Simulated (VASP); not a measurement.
Runs of VASP 6.6.1 on GaP. The structure is that of space group F-43m (No. 216), or close to it. The cells are those of the table. 

| cell | gap on the mesh (eV) | pressure (GPa) |
| --- | --- | --- |
| a = 3.855, b = 3.855, c = 3.846 Å, angles 60.1, 60.1, 59.8°, 2 atoms | (a) | (b) |
| a = 3.836, b = 3.836, c = 3.846 Å, angles 59.9, 59.9, 60.2°, 2 atoms | 1.45 | 0.3 |
| a = 3.865 Å, angles 60.0°, 2 atoms | 1.53 | -1.3 |
| a = 3.826 Å, angles 60.0°, 2 atoms | 1.47 | 1.2 |
| a = 3.846 Å, angles 60.0°, 2 atoms | 1.50 | -0.1 |

Alike in all rows: task single point; level PBEsol; potentials or basis VASP PAW PBE potentials, release 64 (Ga_d, P); no spin polarisation; k mesh 8 × 8 × 8; cutoff (eV) 520; smearing gaussian 0.01 eV.

Task: Estimate the missing entries.

Result: (a) 1.49; (b) -0.5.

Caveats: the PAW data sets were made with another functional, which shifts forces and pressure a little.

A k mesh can miss the band edges, and the runs leave out spin-orbit coupling on Ga.
